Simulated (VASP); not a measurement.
# C8Cl in VASP: relaxation of the atoms with PBE+D3(BJ)

Aim: the relaxation of the atoms of C8Cl with PBE+D3(BJ).

Program: VASP 6.6.1. These are calculated values, not measurements. Logs are shortened: lines on timing, memory, paths and dates and some standing lists are left out, and cuts for length are marked.

## (1) The cell of the first run

The cell holds a slab with vacuum, 9 atoms: a = 4.931 Å, b = 4.931 Å, c = 15.500 Å, α = 90.00°, β = 90.00°, γ = 120.00°.

## (2) Relaxation of the atoms, PBE+D3(BJ), collinear spin

The input, INCAR:

```
PREC     = Accurate       # precision mode
ENCUT    = 520            # plane-wave cutoff, eV
EDIFF    = 1E-6           # SCF threshold, eV
ISMEAR   = 0              # smearing method
SIGMA    = 0.1            # smearing width, eV
LREAL    = False          # projectors in reciprocal space
LASPH    = True           # aspherical terms in the spheres
NELM     = 150            # most SCF steps
ALGO     = Normal         # electronic algorithm
ISIF     = 2              # what is computed and relaxed
LWAVE    = False          # write WAVECAR
LCHARG   = False          # write CHGCAR
ISPIN    = 2              # spin polarisation
MAGMOM   = 0 0 0 0 0 0 0 0 1 # initial moments
LORBIT   = 11             # projections on sites
LDIPOL   = True         
IDIPOL   = 3            
DIPOL    = 0.5 0.5 0.272
GGA      = PE             # functional
IVDW     = 12             # dispersion correction
IBRION   = 2              # ionic algorithm
NSW      = 36             # ionic steps
EDIFFG   = -0.025         # ionic threshold
KPAR     = 4
```

The input, KPOINTS:

```
regular mesh
0
Gamma
  6 6 1
```

The input, POSCAR:

```
C8Cl
1.0
    4.9313048858      0.0000000001      0.0000000000
   -2.4656524429      4.2706353049      0.0000000000
    0.0000000000      0.0000000000     15.5000331949
C Cl
8 1
Selective dynamics
Direct
    0.3333333333      0.1666666667      0.2580661051  F F F
    0.3333333333      0.6666666667      0.2580661051  F F F
    0.8333333333      0.1666666667      0.2580661051  F F F
    0.8333333333      0.6666666667      0.2580661051  F F F
    0.1666666667      0.3333333333      0.2580639635  F F F
    0.1666666667      0.8333333333      0.2580639635  F F F
    0.6666666667      0.3333333333      0.2580639635  F F F
    0.6666666667      0.8333333333      0.2580639635  F F F
    0.5000000000      0.5000000000      0.3793561679  F F T
```

Potentials or basis: VASP PAW PBE potentials, release 64 (C, Cl).

Command:

```console
> cat potpaw_PBE.64/C/POTCAR potpaw_PBE.64/Cl/POTCAR > POTCAR
> mpirun -np 4 vasp_std > vasp.out
```

OUTCAR:

```text
PREC = Accurate
   ENCUT = 520
   EDIFF = 1E-6
   ISMEAR = 0
   LREAL = False
   LASPH = True
   NELM = 150
   ISIF = 2
   ISPIN = 2
   LORBIT = 11
   GGA = PE
   IVDW = 12
   IBRION = 2
   NSW = 36
   EDIFFG = -0.025
 IVDW          = 12

 ion  position               nearest neighbor table
   1  0.333  0.167  0.258-   5 1.42   6 1.42   7 1.42   9 2.36
   2  0.333  0.667  0.258-   6 1.42   5 1.42   8 1.42   9 2.36
   3  0.833  0.167  0.258-   7 1.42   8 1.42   5 1.42
   4  0.833  0.667  0.258-   8 1.42   7 1.42   6 1.42   9 2.36
   5  0.167  0.333  0.258-   1 1.42   2 1.42   3 1.42   9 2.36
   6  0.167  0.833  0.258-   2 1.42   1 1.42   4 1.42
   7  0.667  0.333  0.258-   3 1.42   4 1.42   1 1.42   9 2.36
   8  0.667  0.833  0.258-   4 1.42   3 1.42   2 1.42   9 2.36
   9  0.500  0.500  0.379-   1 2.36   4 2.36   2 2.36   8 2.36   5 2.36   7 2.36

  LATTYP: Found a hexagonal cell.
 ALAT       =     4.9313048858
 C/A-ratio  =     3.1431910121

  Lattice vectors:

 A1 = (   4.9313048858,   0.0000000001,   0.0000000000)
 A2 = (  -2.4656524429,   4.2706353049,   0.0000000000)
 A3 = (   0.0000000000,   0.0000000000,  15.5000331949)

Analysis of symmetry for initial positions (statically):
=====================================================================
 Subroutine PRICEL returns:
 Original cell was already a primitive cell.

 Routine SETGRP: Setting up the symmetry group for a
 hexagonal supercell.

 Subroutine GETGRP returns: Found 12 space group operations
 (whereof  4 operations were pure point group operations)
 out of a pool of 24 trial point group operations.

The static configuration has the point symmetry C_2v.
 The point group associated with its full space group is C_6v.

Analysis of symmetry for dynamics (positions and initial velocities):
=====================================================================
 Subroutine PRICEL returns:
 Original cell was already a primitive cell.

 Routine SETGRP: Setting up the symmetry group for a
 hexagonal supercell.

 Subroutine GETGRP returns: Found 12 space group operations
 (whereof  4 operations were pure point group operations)
 out of a pool of 24 trial point group operations.

The dynamic configuration has the point symmetry C_2v.
 The point group associated with its full space group is C_6v.

Analysis of constrained symmetry for selective dynamics:
=====================================================================
 Subroutine PRICEL returns:
 Original cell was already a primitive cell.

 Routine SETGRP: Setting up the symmetry group for a
 hexagonal supercell.

 Subroutine GETGRP returns: Found 12 space group operations
 (whereof  4 operations were pure point group operations)
 out of a pool of 24 trial point group operations.

The constrained configuration has the point symmetry C_2v.
 The point group associated with its full space group is C_6v.

Analysis of structural, dynamic, and magnetic symmetry:
=====================================================================
 Subroutine PRICEL returns:
 Original cell was already a primitive cell.

 Routine SETGRP: Setting up the symmetry group for a
 hexagonal supercell.

 Subroutine GETGRP returns: Found 12 space group operations
 (whereof  4 operations were pure point group operations)
 out of a pool of 24 trial point group operations.

The overall configuration has the point symmetry C_2v.
 The point group associated with its full space group is C_6v.

 Subroutine INISYM returns: Found 12 space group operations
 (whereof  4 operations are pure point group operations),
 and found     1 'primitive' translations

----------------------------------------------------------------------------------------

                                     Primitive cell

  volume of cell :     326.4277

  direct lattice vectors                    reciprocal lattice vectors
     4.931304886  0.000000000  0.000000000     0.202786083  0.117078599  0.000000000
    -2.465652443  4.270635305  0.000000000    -0.000000000  0.234157199  0.000000000
     0.000000000  0.000000000 15.500033195     0.000000000  0.000000000  0.064515991
[... 63 lines left out ...]
   number of dos      NEDOS =    301   number of ions     NIONS =      9
   total plane-waves  NPLWV = 192000
   dimension x,y,z NGX =    40 NGY =   40 NGZ =  120
   dimension x,y,z NGXF=    80 NGYF=   80 NGZF=  240
   ions per type =               8   1
   NGX,Y,Z   is equivalent  to a cutoff of  13.48, 13.48, 12.87 a.u.
   NGXF,Y,Z  is equivalent  to a cutoff of  26.97, 26.97, 25.74 a.u.
 SYSTEM =  unknown system
   PREC   = accura    normal or accurate (medium, high low for compatibility)
   ISTART =      0    job   : 0-new  1-cont  2-samecut
   ICHARG =      2    charge: 1-file 2-atom 10-const
   ISPIN  =      2    spin polarized calculation?
   LNONCOLLINEAR =      F non collinear calculations
   LSORBIT =      F    spin-orbit coupling
   LASPH  =      T    aspherical Exc in radial PAW
   ENCUT  =  520.0 eV  38.22 Ry    6.18 a.u.   9.17  9.17 28.82*2*pi/ulx,y,z
   NELM   =    150;   NELMIN=  2; NELMDL= -5     # of ELM steps
   EDIFF  = 0.1E-05   stopping-criterion for ELM
   LREAL  =      F    real-space projection
   EDIFFG = -.3E-01   stopping-criterion for IOM
   NSW    =     36    number of steps for IOM
   IBRION =      2    ionic relax: 0-MD 1-quasi-New 2-CG
   NFREE  =      1    steps in history (QN), initial steepest desc. (CG)
   ISIF   =      2    stress and relaxation
   ISYM   =      2    0-nonsym 1-usesym 2-fastsym
   POTIM  = 0.5000    time-step for ionic-motion
   TEBEG  =    0.0;   TEEND  =   0.0 temperature during run
   PSTRESS=    0.0 pullay stress
   NELECT =      39.0000    total number of electrons
   NUPDOWN=      -1.0000    fix difference up-down
   EMIN   =  10.00;   EMAX   =-10.00  energy-range for DOS
   EFERMI =   0.00;   METHOD = LEGACY
   ISMEAR =     0;   SIGMA  =   0.10  broadening in eV -4-tet -1-fermi 0-gaus
   EFERMI_NEDOS =   21; number of points for ismear=-14 and -15
   IALGO  =     38    algorithm
   IMIX   =      4    mixing-type and parameters
     AMIX     =   0.40;   BMIX     =  1.00
     AMIX_MAG =   1.60;   BMIX_MAG =  1.00
  volume/ion in A,a.u.               =      36.27       244.76
  Fermi-wavevector in a.u.,A,eV,Ry     =   0.806308  1.523700  8.845580  0.650132
  Thomas-Fermi vector in A             =   1.914715
   LORBIT       =     11    0 simple, 1 ext, 2 COOP (PROOUT), +10 PAW based schemes
   GGA     = PE    functional components
   LHFCALC =     F    Hartree Fock is set to
   AEXX    =    0.0000 exact exchange contribution
   IVDW    =    12    specifies the selected vdW correction
   LEPSILON=     F    determine dielectric tensor
   LRPA    =     F    only Hartree local field effects (RPA)
 conjugate gradient relaxation of ions
 spin polarized calculation
 Gauss-broadening in eV      SIGMA  =   0.10
  energy-cutoff  :      520.00
  volume of cell :      326.43
 maximum number of plane-waves:      8828
 NGX is ok and might be reduce to    40
   NGX = 19   NGY = 19   NGZ = 57

 dipolmoment           0.000000      0.000000     -0.040180 electrons x Angstroem

--------------------------------------- Ionic step        1  -------------------------------------------

 number of electron      38.9999998 magnetization       0.8847372

 Free energy of the ion-electron system (eV)
  ---------------------------------------------------
  ext. energy  EPLUGINS =         0.00000000
  ---------------------------------------------------
  free energy    TOTEN  =       -71.92821897 eV

  energy without entropy =      -71.90031685  energy(sigma->0) =      -71.91426791

------------------------ aborting loop because EDIFF is reached ----------------------------------------

 Edisp (eV)   -0.84112

 E8    (eV) :    -0.2674
[... 226 lines left out ...]
--------------------------------------- Ionic step        6  -------------------------------------------

 number of electron      38.9999997 magnetization       0.8882869

 dipolmoment           0.000000      0.000000      0.345044 electrons x Angstroem

 Free energy of the ion-electron system (eV)
  ---------------------------------------------------
  ext. energy  EPLUGINS =         0.00000000
  ---------------------------------------------------
  free energy    TOTEN  =       -74.52030612 eV

  energy without entropy =      -74.48794413  energy(sigma->0) =      -74.50412512

 E-fermi :  -3.8502     XC(G=0):  -3.6730

 val. band max:       -3.8606919077   @ k =   0.1667  -0.0000   0.0000
 cond. band min:      -3.8396316456   @ k =   0.5000  -0.0000   0.0000
 fundamental gap:      0.0210602621
 Fermi energy:        -3.8501886841

 spin component 1

 k-point     1 :       0.0000    0.0000    0.0000
  band No.  band energies     occupation
      1     -22.3781      1.00000
      2     -17.1482      1.00000
      3     -17.1482      1.00000
      4     -17.1343      1.00000
      5     -16.7370      1.00000
      6     -16.1010      1.00000
[... 185 lines left out ...]
     24       3.4540      0.00000
     25       3.5325      0.00000
 Fermi energy:        -3.8501886841

 spin component 2

 k-point     1 :       0.0000    0.0000    0.0000
  band No.  band energies     occupation
      1     -22.3555      1.00000
      2     -17.1202      1.00000
      3     -17.1186      1.00000
      4     -17.1186      1.00000
      5     -16.1423      1.00000
      6     -16.0838      1.00000
[... 185 lines left out ...]
     24       3.5924      0.00000
     25       3.6001      0.00000

------------------------ aborting loop because EDIFF is reached ----------------------------------------

 vacuum level on the upper side and lower side of the slab       (xc-potential included)         1.316        -1.429

 Edisp (eV)   -0.87879

 E8    (eV) :    -0.2737

  FORCE on cell =-STRESS in cart. coord.  units (eV):
  Direction    XX          YY          ZZ          XY          YZ          ZX
  --------------------------------------------------------------------------------------
  -------------------------------------------------------------------------------------
  Total      -0.45017    -0.45017     0.03139    -0.00000     0.00000     0.00000
  in kB      -2.20952    -2.20952     0.15409    -0.00000     0.00000     0.00000
  external pressure =       -1.42 kB  Pullay stress =        0.00 kB
[... 24 lines left out ...]
  FREE ENERGIE OF THE ION-ELECTRON SYSTEM (eV)
  ---------------------------------------------------
  free  energy   TOTEN  =       -75.3990978985 eV

  energy  without entropy=      -75.3667359136  energy(sigma->0) =      -75.38291691

 reached required accuracy - stopping structural energy minimisation

 vacuum level on the upper side and lower side of the slab         4.184         1.331

 total charge

# of ion       s       p       d       tot
------------------------------------------
    1        0.865   1.779   0.000   2.643
    2        0.865   1.779   0.000   2.643
    3        0.864   1.783   0.000   2.647
    4        0.865   1.779   0.000   2.643
    5        0.865   1.779   0.000   2.643
    6        0.864   1.783   0.000   2.647
    7        0.865   1.779   0.000   2.643
    8        0.865   1.779   0.000   2.643
    9        1.617   3.349   0.000   4.966
--------------------------------------------------
tot          8.532  17.587   0.000  26.119

 magnetization (x)

# of ion       s       p       d       tot
------------------------------------------
    1        0.000   0.011   0.000   0.012
    2        0.000   0.011   0.000   0.012
    3       -0.000   0.003   0.000   0.002
    4        0.000   0.011   0.000   0.012
    5        0.000   0.011   0.000   0.012
    6       -0.000   0.003   0.000   0.002
    7        0.000   0.011   0.000   0.012
    8        0.000   0.011   0.000   0.012
    9        0.011   0.535   0.000   0.546
--------------------------------------------------
tot          0.013   0.607   0.000   0.621
```

It took 6 min on 4 MPI ranks of Intel Xeon 6975P-C (Granite Rapids), shared host; peak memory 0.68 GiB.

What came out:

```
Free energy                                           : -75.3991 eV
Energy gained by relaxing                             : 292.2 meV/atom
Ionic steps                                           : 6
Net moment                                            : 0.89 μB per cell
Site moments                                          : C +0.01, +0.00 (each value once); Cl +0.55 μB
Valence electrons inside the program's atomic spheres : C 2.64, 2.65 (each value once); Cl 4.97
Dispersion energy per atom                            : -0.098 eV
```

Step by step:
```csv
step,energy change (eV),largest force on free atoms (eV/Å),pressure (GPa)
1,0.0000,8.2610,3.55
2,-2.0271,2.5862,1.23
3,-2.3713,1.3177,0.59
4,-2.6112,0.2190,-0.02
5,-2.6233,0.1198,-0.08
6,-2.6298,0.0208,-0.14
```

Final structure:
```
C Cl
1.0
     4.93130    0.00000    0.00000
    -2.46565    4.27064    0.00000
     0.00000    0.00000   15.50003
C Cl
8 1
Cartesian
  1.2328 0.7118 4.0000
  0.0000 2.8471 4.0000
  3.6985 0.7118 4.0000
  2.4657 2.8471 4.0000
  0.0000 1.4235 4.0000
  -1.2328 3.5589 4.0000
  2.4657 1.4235 4.0000
  1.2328 3.5589 4.0000
  1.2328 2.1353 6.9920
```

Levels at points of the mesh, in eV from the Fermi level:
Spin up:
```tsv
k point	band 18	band 19	band 20	band 21	band 22	band 23
(0.00, 0.00, 0.00)	-0.69	-0.69	-0.63	2.72	2.72	2.82
(0.50, 0.00, 0.00)	-1.07	-0.78	-0.43	3.82	3.85	6.58
```
Spin down:
```
           k point  band 16  band 17  band 18  band 19  band 20  band 21  band 22  band 23
(0.00, 0.00, 0.00)    -1.34    -1.27    -0.29     0.08     0.08     2.78     2.78     2.87
(0.50, 0.00, 0.00)    -1.70    -1.69    -0.27    -0.09     0.01     3.90     3.90     6.59
```

Caveat: a moment this small can come from the mesh or the smearing.
